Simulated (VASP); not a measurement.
# NaC8 (P6/mmm) in VASP: a series of runs, part 2 of 2

VASP 6.6.1. The steps go on from the part before.

### Step 3. Relaxation of cell and atoms, PBE+D3(BJ)

This run uses another cell than the first one, of 7.74 Å³/atom, 0.726 times its volume.

INCAR

```
SYSTEM = NaC8
  ALGO = Normal
  EDIFF = 1E-6
  EDIFFG = -0.04
  ENCUT = 600
  GGA = PE
  IBRION = 2
  ISIF = 3
  ISMEAR = 0
  IVDW = 12
  LASPH = .TRUE.
  LCHARG = .FALSE.
  LREAL = .FALSE.
  LWAVE = .FALSE.
  NELM = 100
  NSW = 90
  PREC = Accurate
  SIGMA = 0.1
```

KPOINTS

```
k-points
0
G
  6 6 6
  0 0 0
```

POSCAR

```
NaC8
1.0
    4.9120360200      0.0000000000      0.0000000000
   -2.4560180100      4.2539479800      0.0000000000
    0.0000000000      0.0000000000      3.3326681100
Na C
1 8
Direct
    0.0000000000      0.0000000000      0.5000000000
    0.3333333300      0.1666666700      0.0000000000
    0.3333333300      0.6666666700      0.0000000000
    0.8333333300      0.1666666700      0.0000000000
    0.8333333300      0.6666666700      0.0000000000
    0.1666666700      0.3333333300      0.0000000000
    0.1666666700      0.8333333300      0.0000000000
    0.6666666700      0.3333333300      0.0000000000
    0.6666666700      0.8333333300      0.0000000000
```

Potentials or basis: VASP PAW PBE potentials, release 64 (Na_pv, C).

Started as:

```bash
> cat potpaw_PBE.64/Na_pv/POTCAR potpaw_PBE.64/C/POTCAR > POTCAR
> mpirun -np 1 vasp_std > vasp.out
```

OUTCAR:

```text
SYSTEM = NaC8
   EDIFF = 1E-6
   EDIFFG = -0.04
   ENCUT = 600
   GGA = PE
   IBRION = 2
   ISIF = 3
   ISMEAR = 0
   IVDW = 12
   LASPH = .TRUE.
   LREAL = .FALSE.
   NELM = 100
   NSW = 90
   PREC = Accurate
 IVDW          = 12

 ion  position               nearest neighbor table
   1  0.000  0.000  0.500-   2 2.19   9 2.19   2 2.19   9 2.19   6 2.19   5 2.19   6 2.19   5 2.19
                             4 2.19   7 2.19   7 2.19   4 2.19
   2  0.333  0.167  0.000-   6 1.42   8 1.42   7 1.42   1 2.19   1 2.19
   3  0.333  0.667  0.000-   7 1.42   9 1.42   6 1.42
   4  0.833  0.167  0.000-   8 1.42   6 1.42   9 1.42   1 2.19   1 2.19
   5  0.833  0.667  0.000-   9 1.42   7 1.42   8 1.42   1 2.19   1 2.19
   6  0.167  0.333  0.000-   2 1.42   4 1.42   3 1.42   1 2.19   1 2.19
   7  0.167  0.833  0.000-   3 1.42   5 1.42   2 1.42   1 2.19   1 2.19
   8  0.667  0.333  0.000-   4 1.42   2 1.42   5 1.42
   9  0.667  0.833  0.000-   5 1.42   3 1.42   4 1.42   1 2.19   1 2.19

  LATTYP: Found a hexagonal cell.
 ALAT       =     4.9120360200
 C/A-ratio  =     0.6784698028

  Lattice vectors:

 A1 = (   4.9120360200,   0.0000000000,   0.0000000000)
 A2 = (  -2.4560180100,   4.2539479800,   0.0000000000)
 A3 = (   0.0000000000,   0.0000000000,   3.3326681100)

Analysis of symmetry for initial positions (statically):
=====================================================================
 Subroutine PRICEL returns:
 Original cell was already a primitive cell.

 Routine SETGRP: Setting up the symmetry group for a
 hexagonal supercell.

 Subroutine GETGRP returns: Found 24 space group operations
 (whereof 24 operations were pure point group operations)
 out of a pool of 24 trial point group operations.

The static configuration has the point symmetry D_6h.

Analysis of symmetry for dynamics (positions and initial velocities):
=====================================================================
 Subroutine PRICEL returns:
 Original cell was already a primitive cell.

 Routine SETGRP: Setting up the symmetry group for a
 hexagonal supercell.

 Subroutine GETGRP returns: Found 24 space group operations
 (whereof 24 operations were pure point group operations)
 out of a pool of 24 trial point group operations.

The dynamic configuration has the point symmetry D_6h.

 Subroutine INISYM returns: Found 24 space group operations
 (whereof 24 operations are pure point group operations),
 and found     1 'primitive' translations

----------------------------------------------------------------------------------------

                                     Primitive cell

  volume of cell :      69.6379

  direct lattice vectors                    reciprocal lattice vectors
     4.912036020  0.000000000  0.000000000     0.203581569  0.117537874  0.000000000
    -2.456018010  4.253947980  0.000000000     0.000000000  0.235075747  0.000000000
     0.000000000  0.000000000  3.332668110     0.000000000  0.000000000  0.300059882

  length of vectors
     4.912036020  4.912036022  3.332668110     0.235075747  0.235075747  0.300059882

  position of ions in fractional coordinates (direct lattice)
     0.000000000  0.000000000  0.500000000
     0.333333330  0.166666670  0.000000000
     0.333333330  0.666666670  0.000000000
     0.833333330  0.166666670  0.000000000
     0.833333330  0.666666670  0.000000000
     0.166666670  0.333333330  0.000000000
     0.166666670  0.833333330  0.000000000
     0.666666670  0.333333330  0.000000000
     0.666666670  0.833333330  0.000000000

  ion indices of the primitive-cell ions
[... 61 lines left out ...]
  0.166667 -0.000000  0.500000      6.000000
  0.333333 -0.000000  0.500000      6.000000
 [... further k-points ...]
   k-points           NKPTS =     28   k-points in BZ     NKDIM =     28   number of bands    NBANDS=     24
   number of dos      NEDOS =    301   number of ions     NIONS =      9
   total plane-waves  NPLWV =  44800
   dimension x,y,z NGX =    40 NGY =   40 NGZ =   28
   dimension x,y,z NGXF=    80 NGYF=   80 NGZF=   56
   ions per type =               1   8
   NGX,Y,Z   is equivalent  to a cutoff of  13.54, 13.54, 13.97 a.u.
   NGXF,Y,Z  is equivalent  to a cutoff of  27.08, 27.08, 27.93 a.u.
 SYSTEM =  NaC8
   PREC   = accura    normal or accurate (medium, high low for compatibility)
   ISTART =      0    job   : 0-new  1-cont  2-samecut
   ICHARG =      2    charge: 1-file 2-atom 10-const
   ISPIN  =      1    spin polarized calculation?
   LNONCOLLINEAR =      F non collinear calculations
   LSORBIT =      F    spin-orbit coupling
   LASPH  =      T    aspherical Exc in radial PAW
   ENCUT  =  600.0 eV  44.10 Ry    6.64 a.u.   9.81  9.81  6.66*2*pi/ulx,y,z
   NELM   =    100;   NELMIN=  2; NELMDL= -5     # of ELM steps
   EDIFF  = 0.1E-05   stopping-criterion for ELM
   LREAL  =      F    real-space projection
   EDIFFG = -.4E-01   stopping-criterion for IOM
   NSW    =     90    number of steps for IOM
   IBRION =      2    ionic relax: 0-MD 1-quasi-New 2-CG
   NFREE  =      1    steps in history (QN), initial steepest desc. (CG)
   ISIF   =      3    stress and relaxation
   ISYM   =      2    0-nonsym 1-usesym 2-fastsym
   POTIM  = 0.5000    time-step for ionic-motion
   TEBEG  =    0.0;   TEEND  =   0.0 temperature during run
   PSTRESS=    0.0 pullay stress
   NELECT =      39.0000    total number of electrons
   NUPDOWN=      -1.0000    fix difference up-down
   EMIN   =  10.00;   EMAX   =-10.00  energy-range for DOS
   EFERMI =   0.00;   METHOD = LEGACY
   ISMEAR =     0;   SIGMA  =   0.10  broadening in eV -4-tet -1-fermi 0-gaus
   EFERMI_NEDOS =   21; number of points for ismear=-14 and -15
   IALGO  =     38    algorithm
   IMIX   =      4    mixing-type and parameters
     AMIX     =   0.40;   BMIX     =  1.00
     AMIX_MAG =   1.60;   BMIX_MAG =  1.00
  volume/ion in A,a.u.               =       7.74        52.22
  Fermi-wavevector in a.u.,A,eV,Ry     =   1.349422  2.550038 24.775388  1.820940
  Thomas-Fermi vector in A             =   2.477010
   LORBIT       =      0    0 simple, 1 ext, 2 COOP (PROOUT), +10 PAW based schemes
   GGA     = PE    functional components
   LHFCALC =     F    Hartree Fock is set to
   AEXX    =    0.0000 exact exchange contribution
   IVDW    =    12    specifies the selected vdW correction
   LEPSILON=     F    determine dielectric tensor
   LRPA    =     F    only Hartree local field effects (RPA)
 conjugate gradient relaxation of ions
 non-spin polarized calculation
 Gauss-broadening in eV      SIGMA  =   0.10
  energy-cutoff  :      600.00
  volume of cell :       69.64
 maximum number of plane-waves:      2354
 NGX is ok and might be reduce to    40
   NGX = 19   NGY = 19   NGZ = 13

--------------------------------------- Ionic step        1  -------------------------------------------

 number of electron      39.0000001 magnetization

 Free energy of the ion-electron system (eV)
  ---------------------------------------------------
  ext. energy  EPLUGINS =         0.00000000
  ---------------------------------------------------
  free energy    TOTEN  =       -72.28389846 eV

  energy without entropy =      -72.27571540  energy(sigma->0) =      -72.27980693

------------------------ aborting loop because EDIFF is reached ----------------------------------------

 Edisp (eV)   -1.54728

 E8    (eV) :    -0.5084
[... 126 lines left out ...]
  FREE ENERGIE OF THE ION-ELECTRON SYSTEM (eV)
  ---------------------------------------------------
  free  energy   TOTEN  =       -74.5501826846 eV

  energy  without entropy=      -74.5422770928  energy(sigma->0) =      -74.54622989

 E-fermi :   5.7155     XC(G=0): -10.1592

 val. band max:        5.6386796734   @ k =   0.0000   0.0000   0.5000
 cond. band min:       5.7339524107   @ k =   0.1667  -0.0000   0.3333
 fundamental gap:      0.0952727373
 Fermi energy:         5.7155378877

 k-point     1 :       0.0000    0.0000    0.0000
  band No.  band energies     occupation
      1     -19.1562      2.00000
      2     -19.0569      2.00000
      3     -19.0569      2.00000
      4     -14.5020      2.00000
      5      -9.5366      2.00000
      6      -9.5366      2.00000
[... 637 lines left out ...]
     23      11.4454      0.00000
     24      12.1842      0.00000

 [... further k-points ...]

[... ionic steps 4 to 10 ...]

--------------------------------------- Ionic step       11  -------------------------------------------

 number of electron      39.0000014 magnetization

------------------------ aborting loop because EDIFF is reached ----------------------------------------
[... 89 lines left out ...]
--------------------------------------- Ionic step       13  -------------------------------------------

 number of electron      39.0000013 magnetization

 Free energy of the ion-electron system (eV)
  ---------------------------------------------------
  ext. energy  EPLUGINS =         0.00000000
  ---------------------------------------------------
  free energy    TOTEN  =       -74.82233475 eV

  energy without entropy =      -74.81380830  energy(sigma->0) =      -74.81807153

 E-fermi :   5.2547     XC(G=0):  -9.4387

 val. band max:        5.2086138637   @ k =   0.3333   0.1667   0.0000
 cond. band min:       5.2947288746   @ k =   0.1667   0.1667   0.1667
 fundamental gap:      0.0861150110
 Fermi energy:         5.2546597117

 k-point     1 :       0.0000    0.0000    0.0000
  band No.  band energies     occupation
      1     -20.3293      2.00000
      2     -20.3110      2.00000
      3     -20.3109      2.00000
      4     -15.2899      2.00000
      5     -10.1432      2.00000
      6     -10.1432      2.00000
[... 679 lines left out ...]
  FREE ENERGIE OF THE ION-ELECTRON SYSTEM (eV)
  ---------------------------------------------------
  free  energy   TOTEN  =       -76.0033898808 eV

  energy  without entropy=      -75.9948634386  energy(sigma->0) =      -75.99912666

 reached required accuracy - stopping structural energy minimisation
```

Run time: 3.5 min. Hardware: 1 thread of Intel Xeon 6975P-C (Granite Rapids), shared host; peak memory 0.23 GiB.

Results:

```
Free energy                            : -76.0034 eV
Relaxed volume                         : 10.28 Å³/atom
Relaxed cell                           : a = 4.979 Å, b = 4.979 Å, c = 4.309 Å, α = 90.00°, β = 90.00°, γ = 120.00°
Space group after relaxing (to 0.05 Å) : P6/mmm (No. 191)
Energy gained by relaxing              : 241.4 meV/atom
Ionic steps                            : 13
Pressure after relaxing                : 0.1 GPa
Largest force after relaxing           : 0.014 eV/Å
Dispersion energy per atom             : -0.131 eV
```

Forces on the atoms (eV/Å):
```
Na   0.000  0.000  0.000
C    0.012  0.007  0.000
C    0.000  0.000  0.000
C   -0.012  0.007  0.000
C    0.000 -0.014  0.000
C    0.000  0.014  0.000
C    0.012 -0.007  0.000
C    0.000  0.000  0.000
C   -0.012 -0.007  0.000
```

Step by step:
```csv
step,energy change (eV),largest force (eV/Å),pressure (GPa),volume (Å³)
1,0.0000,1.7562,27.10,69.64
2,0.0080,3.9395,-10.60,83.64
3,-0.7190,1.5120,4.58,75.96
4,-1.5223,0.3426,-5.56,83.83
5,-1.6292,1.2827,-9.35,88.31
6,-2.0989,0.8070,-0.91,90.27
7,-2.1445,0.5742,3.30,91.07
8,-2.1449,0.5900,3.04,91.02
9,-2.1674,0.3226,0.71,92.28
10,-2.1696,0.1137,1.20,91.98
11,-2.1718,0.0116,-0.08,92.48
12,-2.1718,0.0194,0.02,92.44
13,-2.1722,0.0138,0.09,92.50
```

Final structure:
```
CELL_PARAMETERS angstrom
4.97851 0.00000 0.00000
-2.48926 4.31152 0.00000
0.00000 0.00000 4.30929
ATOMIC_POSITIONS crystal
Na 0.00000 0.00000 0.50000
C 0.33487 0.16744 0.00000
C 0.33333 0.66667 0.00000
C 0.83256 0.16744 0.00000
C 0.83256 0.66513 0.00000
C 0.16744 0.33487 0.00000
C 0.16744 0.83256 0.00000
C 0.66667 0.33333 0.00000
C 0.66513 0.83256 0.00000
```

Caveat: the volume moved by over 15 % at a fixed basis, so the end points are rough; pairwise dispersion overbinds metals, which lowers pressure and volume.

### Step 4. Single point, PBE+D3(BJ)

This run uses another cell than the first one, of 10.69 Å³/atom, 1.002 times its volume.

INCAR

```
SYSTEM = NaC8
  PREC = Accurate
  ENCUT = 520
  EDIFF = 1E-6
  ISMEAR = 0
  SIGMA = 0.2
  LREAL = .FALSE.
  LASPH = .TRUE.
  NELM = 100
  ALGO = Normal
  ISIF = 2
  LWAVE = .FALSE.
  LCHARG = .FALSE.
  GGA = PE
  IVDW = 12
  NBANDS = 30
```

KPOINTS

```
regular mesh
0
G
  6 6 6
  0 0 0
```

POSCAR

```
NaC8
1.0
    0.0000000000      0.0000000000      4.4859972348
    4.9759645509      0.0000000000      0.0000000000
   -2.4879822755      4.3093117094      0.0000000000
Na C
1 8
Direct
    0.5000000000      0.0000000000      0.0000000000
    0.0000000000      0.3346974444      0.1673487222
    0.0000000000      0.3333333333      0.6666666667
    0.0000000000      0.8326512778      0.1673487222
    0.0000000000      0.8326512778      0.6653025556
    0.0000000000      0.1673487222      0.3346974444
    0.0000000000      0.1673487222      0.8326512778
    0.0000000000      0.6666666667      0.3333333333
    0.0000000000      0.6653025556      0.8326512778
```

Started as:

```bash
> cat potpaw_PBE.64/Na_pv/POTCAR potpaw_PBE.64/C/POTCAR > POTCAR
> mpirun -np 1 vasp_std > vasp.out
```

Wall time 36 s (1 thread of Intel Xeon 6975P-C (Granite Rapids), shared host); peak memory 0.25 GiB.

The run converged. Its results:

```
Free energy                : -76.1417 eV
Pressure                   : 0.3 GPa
Largest force              : 0.008 eV/Å
Dispersion energy per atom : -0.130 eV
```

Forces in eV/Å, atoms in the order of the input:
```
Na   0.000  0.000  0.000
C   -0.007 -0.004  0.000
C    0.000  0.000  0.000
C    0.007 -0.004  0.000
C    0.000  0.008  0.000
C    0.000 -0.008  0.000
C   -0.007  0.004  0.000
C    0.000  0.000  0.000
C    0.007  0.004  0.000
```

Stress tensor (GPa, compression positive):
```
0.47 0.00 0.00
0.00 0.47 0.00
0.00 0.00 0.04
```

Levels at points of the mesh, in eV from the Fermi level:
```csv
k point,band 15,band 16,band 17,band 18,band 19,band 20,band 21,band 22,band 23,band 24
"(0.00, 0.00, 0.00)",-4.13,-4.13,-3.83,-3.83,-3.43,0.27,0.34,0.34,0.38,5.75
"(0.50, 0.00, 0.00)",-4.13,-4.13,-4.03,-4.03,-3.68,-0.15,-0.15,-0.07,3.26,5.82
"(0.00, 0.50, 0.00)",-7.04,-6.11,-6.10,-4.17,-3.91,1.38,1.43,2.17,2.23,5.57
"(0.50, 0.50, 0.00)",-7.41,-6.11,-6.10,-4.43,-4.25,1.12,1.28,4.91,4.93,5.74
```

Caveat: pairwise dispersion overbinds metals, which lowers pressure and volume.

### Step 5. Summary

```tsv
task	cell	cutoff (eV)	smearing	gap on the mesh (eV)	pressure (GPa)	largest force (eV/Å)
single point	a = 4.977, b = 4.977, c = 4.473 Å, angles 90.0, 90.0, 120.0°, 9 atoms	520	gaussian 0.1 eV	none	0.3	-
relaxation of cell and atoms	relaxed from a = 4.912, b = 4.912, c = 3.333 Å, angles 90.0, 90.0, 120.0°, 9 atoms	600	gaussian 0.1 eV	none	0.1	0.01
single point	a = 4.486, b = 4.976, c = 4.976 Å, angles 120.0, 90.0, 90.0°, 9 atoms	520	gaussian 0.2 eV	none	0.3	0.01
```

Alike in all rows: level PBE+D3(BJ); potentials or basis VASP PAW PBE potentials, release 64 (Na_pv, C); no spin polarisation; k mesh 6 × 6 × 6.

Caveats: pairwise dispersion overbinds metals, which lowers pressure and volume; the volume moved by over 15 % at a fixed basis, so the end points are rough (some runs).

Total energies depend on the potentials used, so only differences within one code and one set of settings carry meaning.
